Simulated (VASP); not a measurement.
# ZrBr5 (P-3m1) in VASP: single point with PBE

Aim: the single point of ZrBr5 with PBE.

Program: VASP 6.6.1. These are calculated values, not measurements. Logs are shortened: lines on timing, memory, paths and dates and some standing lists are left out, and cuts for length are marked.

### 1 The cell of the first run

The structure is trigonal, space group P-3m1 (No. 164). The conventional cell has a = 6.077 Å, b = 6.077 Å, c = 6.598 Å, α = 90.00°, β = 90.00°, γ = 120.00°. Zr (site symmetry -3m) has 18 Br at 3.74 to 4.48 Å within 4.9 Å. Within 3.5 Å of Br (site symmetry 2/m) lie 6 Br at 2.66 to 3.04 Å. Within 3.5 Å of Br (site symmetry 3m) lie 3 Br at 2.66 Å.

### 2 Single point, PBE

The input, INCAR:

```
SYSTEM = ZrBr5
PREC = Accurate
ENCUT = 520
EDIFF = 1E-6
ISMEAR = 0
SIGMA = 0.1
LREAL = .False.
LASPH = .True.
NELM = 80
ALGO = Normal
ISIF = 2
LWAVE = .False.
LCHARG = .False.
GGA = PE
NBANDS = 32
```

The input, KPOINTS:

```
Automatic mesh
0
Gamma
  3 3 4
  0 0 0
```

The input, POSCAR:

```
ZrBr5
1.0
    6.0765159400      0.0000000000      0.0000000000
   -3.0382579700      5.2624171700      0.0000000000
    0.0000000000      0.0000000000      6.5980886100
Zr Br
1 5
Direct
    0.0000000000      0.0000000000      0.5000000000
    0.5000000000      0.0000000000      0.0000000000
    0.0000000000      0.5000000000      0.0000000000
    0.5000000000      0.5000000000      0.0000000000
    0.3333333300      0.6666666700      0.3020829800
    0.6666666700      0.3333333300      0.6979170200
```

Potentials or basis: VASP PAW PBE potentials, release 64 (Zr_sv, Br).

Started as:

```
> cat potpaw_PBE.64/Zr_sv/POTCAR potpaw_PBE.64/Br/POTCAR > POTCAR
> mpirun -np 1 vasp_std > vasp.out
```

OUTCAR:

```text
SYSTEM = ZrBr5
   PREC = Accurate
   ENCUT = 520
   EDIFF = 1E-6
   ISMEAR = 0
   LREAL = .False.
   LASPH = .True.
   NELM = 80
   ISIF = 2
   GGA = PE

 ion  position               nearest neighbor table
   1  0.000  0.000  0.500-
   2  0.500  0.000  0.000-   5 2.66   6 2.66
   3  0.000  0.500  0.000-   5 2.66   6 2.66
   4  0.500  0.500  0.000-   5 2.66   6 2.66
   5  0.333  0.667  0.302-   2 2.66   3 2.66   4 2.66
   6  0.667  0.333  0.698-   2 2.66   3 2.66   4 2.66

  LATTYP: Found a hexagonal cell.
 ALAT       =     6.0765159400
 C/A-ratio  =     1.0858341647

  Lattice vectors:

 A1 = (   6.0765159400,   0.0000000000,   0.0000000000)
 A2 = (  -3.0382579700,   5.2624171700,   0.0000000000)
 A3 = (   0.0000000000,   0.0000000000,   6.5980886100)

Analysis of symmetry for initial positions (statically):
=====================================================================
 Subroutine PRICEL returns:
 Original cell was already a primitive cell.

 Routine SETGRP: Setting up the symmetry group for a
 hexagonal supercell.

 Subroutine GETGRP returns: Found 12 space group operations
 (whereof 12 operations were pure point group operations)
 out of a pool of 24 trial point group operations.

The static configuration has the point symmetry D_3d.

Analysis of symmetry for dynamics (positions and initial velocities):
=====================================================================
 Subroutine PRICEL returns:
 Original cell was already a primitive cell.

 Routine SETGRP: Setting up the symmetry group for a
 hexagonal supercell.

 Subroutine GETGRP returns: Found 12 space group operations
 (whereof 12 operations were pure point group operations)
 out of a pool of 24 trial point group operations.

The dynamic configuration has the point symmetry D_3d.

 Subroutine INISYM returns: Found 12 space group operations
 (whereof 12 operations are pure point group operations),
 and found     1 'primitive' translations

----------------------------------------------------------------------------------------

                                     Primitive cell

  volume of cell :     210.9881

  direct lattice vectors                    reciprocal lattice vectors
     6.076515940  0.000000000  0.000000000     0.164567988  0.095013372  0.000000000
    -3.038257970  5.262417170  0.000000000     0.000000000  0.190026744  0.000000000
     0.000000000  0.000000000  6.598088610     0.000000000  0.000000000  0.151559044

  length of vectors
     6.076515940  6.076515940  6.598088610     0.190026744  0.190026744  0.151559044

  position of ions in fractional coordinates (direct lattice)
     0.000000000  0.000000000  0.500000000
     0.500000000  0.000000000  0.000000000
     1.000000000  0.500000000  0.000000000
     0.500000000  0.500000000  0.000000000
     0.333333330  0.666666670  0.302082980
     0.666666670  0.333333330  0.697917020

  ion indices of the primitive-cell ions
   primitive index   ion index
                 1           1
                 2           2
                 3           3
                 4           4
                 5           5
                 6           6

----------------------------------------------------------------------------------------

 KPOINTS: Automatic mesh

Automatic generation of k-mesh.
 Grid dimensions read from file:
 generate k-points for:    3    3    4

 Generating k-lattice:

  Cartesian coordinates                     Fractional coordinates (reciprocal lattice)
     0.054855996  0.031671124  0.000000000     0.333333333 -0.000000000  0.000000000
     0.000000000  0.063342248  0.000000000     0.000000000  0.333333333  0.000000000
     0.000000000  0.000000000  0.037889761     0.000000000  0.000000000  0.250000000

  Length of vectors
     0.063342248  0.063342248  0.037889761

  Shift w.r.t. Gamma in fractional coordinates (k-lattice)
     0.000000000  0.000000000  0.000000000

 Subroutine IBZKPT returns following result:
 ===========================================

 Found     10 irreducible k-points:

 Following reciprocal coordinates:
            Coordinates               Weight
  0.000000  0.000000  0.000000      1.000000
  0.333333  0.000000  0.000000      6.000000
  0.333333  0.333333  0.000000      2.000000
  0.000000  0.000000  0.250000      2.000000
  0.333333  0.000000  0.250000      6.000000
  0.000000  0.333333  0.250000      6.000000
  0.333333  0.333333  0.250000      4.000000
  0.000000  0.000000  0.500000      1.000000
  0.333333  0.000000  0.500000      6.000000
  0.333333  0.333333  0.500000      2.000000
   k-points           NKPTS =     10   k-points in BZ     NKDIM =     10   number of bands    NBANDS=     32
   number of dos      NEDOS =    301   number of ions     NIONS =      6
   total plane-waves  NPLWV = 115200
   dimension x,y,z NGX =    48 NGY =   48 NGZ =   50
   dimension x,y,z NGXF=    96 NGYF=   96 NGZF=  100
   ions per type =               1   5
   NGX,Y,Z   is equivalent  to a cutoff of  13.13, 13.13, 12.60 a.u.
   NGXF,Y,Z  is equivalent  to a cutoff of  26.26, 26.26, 25.20 a.u.
 SYSTEM =  ZrBr5
   PREC   = accura    normal or accurate (medium, high low for compatibility)
   ISTART =      0    job   : 0-new  1-cont  2-samecut
   ICHARG =      2    charge: 1-file 2-atom 10-const
   ISPIN  =      1    spin polarized calculation?
   LNONCOLLINEAR =      F non collinear calculations
   LSORBIT =      F    spin-orbit coupling
   LASPH  =      T    aspherical Exc in radial PAW
   ENCUT  =  520.0 eV  38.22 Ry    6.18 a.u.  11.30 11.30 12.27*2*pi/ulx,y,z
   NELM   =     80;   NELMIN=  2; NELMDL= -5     # of ELM steps
   EDIFF  = 0.1E-05   stopping-criterion for ELM
   LREAL  =      F    real-space projection
   EDIFFG = 0.1E-04   stopping-criterion for IOM
   NSW    =      0    number of steps for IOM
   IBRION =     -1    ionic relax: 0-MD 1-quasi-New 2-CG
   NFREE  =      0    steps in history (QN), initial steepest desc. (CG)
   ISIF   =      2    stress and relaxation
   ISYM   =      2    0-nonsym 1-usesym 2-fastsym
   POTIM  = 0.5000    time-step for ionic-motion
   TEBEG  =    0.0;   TEEND  =   0.0 temperature during run
   PSTRESS=    0.0 pullay stress
   NELECT =      47.0000    total number of electrons
   NUPDOWN=      -1.0000    fix difference up-down
   EMIN   =  10.00;   EMAX   =-10.00  energy-range for DOS
   EFERMI =   0.00;   METHOD = LEGACY
   ISMEAR =     0;   SIGMA  =   0.10  broadening in eV -4-tet -1-fermi 0-gaus
   EFERMI_NEDOS =   21; number of points for ismear=-14 and -15
   IALGO  =     38    algorithm
   IMIX   =      4    mixing-type and parameters
     AMIX     =   0.40;   BMIX     =  1.00
     AMIX_MAG =   1.60;   BMIX_MAG =  1.00
  volume/ion in A,a.u.               =      35.16       237.30
  Fermi-wavevector in a.u.,A,eV,Ry     =   0.992403  1.875370 13.399886  0.984864
  Thomas-Fermi vector in A             =   2.124212
   LORBIT       =      0    0 simple, 1 ext, 2 COOP (PROOUT), +10 PAW based schemes
   GGA     = PE    functional components
   LHFCALC =     F    Hartree Fock is set to
   AEXX    =    0.0000 exact exchange contribution
   IVDW    =     0    specifies the selected vdW correction
   LEPSILON=     F    determine dielectric tensor
   LRPA    =     F    only Hartree local field effects (RPA)
 non-spin polarized calculation
 Gauss-broadening in eV      SIGMA  =   0.10
  energy-cutoff  :      520.00
  volume of cell :      210.99
 maximum number of plane-waves:      5701
 NGX is ok and might be reduce to    48
   NGX = 23   NGY = 23   NGZ = 25

 number of electron      46.9999999 magnetization

 Free energy of the ion-electron system (eV)
  ---------------------------------------------------
  ext. energy  EPLUGINS =         0.00000000
  ---------------------------------------------------
  free energy    TOTEN  =        -9.71170554 eV

  energy without entropy =       -9.61847767  energy(sigma->0) =       -9.66509160

 E-fermi :   1.9867     XC(G=0):  -7.9057

 val. band max:        1.9772119775   @ k =   0.0000   0.0000   0.2500
 cond. band min:       1.9970659278   @ k =   0.3333   0.0000   0.2500
 fundamental gap:      0.0198539502
 Fermi energy:         1.9867478403

 k-point     1 :       0.0000    0.0000    0.0000
  band No.  band energies     occupation
      1     -49.1063      2.00000
      2     -27.1230      2.00000
      3     -27.0042      2.00000
      4     -27.0042      2.00000
      5     -15.0795      2.00000
      6     -13.7893      2.00000
[... 24 lines left out ...]
     31       6.1029      0.00000
     32       6.9056      0.00000

 k-point     2 :       0.3333    0.0000    0.0000
  band No.  band energies     occupation
      1     -49.1063      2.00000
      2     -27.1230      2.00000
      3     -27.0043      2.00000
      4     -27.0042      2.00000
      5     -14.8518      2.00000
      6     -14.1244      2.00000
[... 24 lines left out ...]
     31       5.5987      0.00000
     32       6.1825      0.00000

 k-point     3 :       0.3333    0.3333    0.0000
  band No.  band energies     occupation
      1     -49.1063      2.00000
      2     -27.1229      2.00000
      3     -27.0043      2.00000
      4     -27.0043      2.00000
      5     -14.5120      2.00000
      6     -14.5120      2.00000
[... 24 lines left out ...]
     31       5.8554      0.00000
     32       6.3796      0.00000

 k-point     4 :       0.0000    0.0000    0.2500
  band No.  band energies     occupation
      1     -49.1063      2.00000
      2     -27.1230      2.00000
      3     -27.0042      2.00000
      4     -27.0042      2.00000
      5     -15.0649      2.00000
      6     -13.8232      2.00000
[... 164 lines left out ...]
     31       4.2014      0.00000
     32       6.0546      0.00000

 k-point     9 :       0.3333    0.0000    0.5000
  band No.  band energies     occupation
      1     -49.1063      2.00000
      2     -27.1230      2.00000
      3     -27.0043      2.00000
      4     -27.0042      2.00000
      5     -14.8297      2.00000
      6     -14.1441      2.00000
[... 24 lines left out ...]
     31       5.2717      0.00000
     32       6.4033      0.00000

 k-point    10 :       0.3333    0.3333    0.5000
  band No.  band energies     occupation
      1     -49.1063      2.00000
      2     -27.1230      2.00000
      3     -27.0043      2.00000
      4     -27.0043      2.00000
      5     -14.5039      2.00000
      6     -14.5039      2.00000
[... 24 lines left out ...]
     31       6.0332      0.00000
     32       6.3338      0.00000

------------------------ aborting loop because EDIFF is reached ----------------------------------------

  FORCE on cell =-STRESS in cart. coord.  units (eV):
  Direction    XX          YY          ZZ          XY          YZ          ZX
  --------------------------------------------------------------------------------------
  -------------------------------------------------------------------------------------
  Total        3.2739511      3.2739511     10.9093679      0.0000000      0.0000000      0.0000000
  in kB       24.8613501     24.8613501     82.8422930      0.0000000      0.0000000      0.0000000
  external PRESSURE =      44.1883310 kB  Pullay stress =       0.0000000 kB

 VOLUME and BASIS-vectors are now :
 -----------------------------------------------------------------------------
  energy-cutoff  :      520.00
  volume of cell :      210.99
      direct lattice vectors                 reciprocal lattice vectors
     6.076515940  0.000000000  0.000000000     0.164567988  0.095013372  0.000000000
    -3.038257970  5.262417170  0.000000000     0.000000000  0.190026744  0.000000000
     0.000000000  0.000000000  6.598088610     0.000000000  0.000000000  0.151559044

 POSITION                                       TOTAL-FORCE (eV/Angst)
 -----------------------------------------------------------------------------------
      0.00000      0.00000      3.29904        -0.000000      0.000000      0.000000
      3.03826      0.00000      0.00000        -0.000000      0.000000      0.000000
     -1.51913      2.63121      0.00000        -0.000000      0.000000      0.000000
      1.51913      2.63121      0.00000        -0.000000      0.000000      0.000000
     -0.00000      3.50828      1.99317         0.000000      0.000000      4.018507
      3.03826      1.75414      4.60492        -0.000000     -0.000000     -4.018507
 -----------------------------------------------------------------------------------
    total drift:                               -0.000000      0.000000      0.000000

  FREE ENERGIE OF THE ION-ELECTRON SYSTEM (eV)
  ---------------------------------------------------
  free  energy   TOTEN  =        -9.7117055373 eV

  energy  without entropy=       -9.6184776660  energy(sigma->0) =       -9.66509160
```

It took 2 min on 1 thread of Intel Xeon Platinum 8488C (Sapphire Rapids), shared host; peak memory 0.34 GiB.

Results:

```
Free energy   : -9.7117 eV
Pressure      : 4.4 GPa
Largest force : 4.019 eV/Å
```

Forces on the atoms (eV/Å):
```
Zr   0.000  0.000  0.000
Br   0.000  0.000  0.000
Br   0.000  0.000  0.000
Br   0.000  0.000  0.000
Br   0.000  0.000  4.019
Br   0.000  0.000 -4.019
```

Caveat: the k points lie up to 0.40 Å⁻¹ apart; an odd number of electrons without spin polarisation forces a metal; a magnetic or distorted state may lie lower.
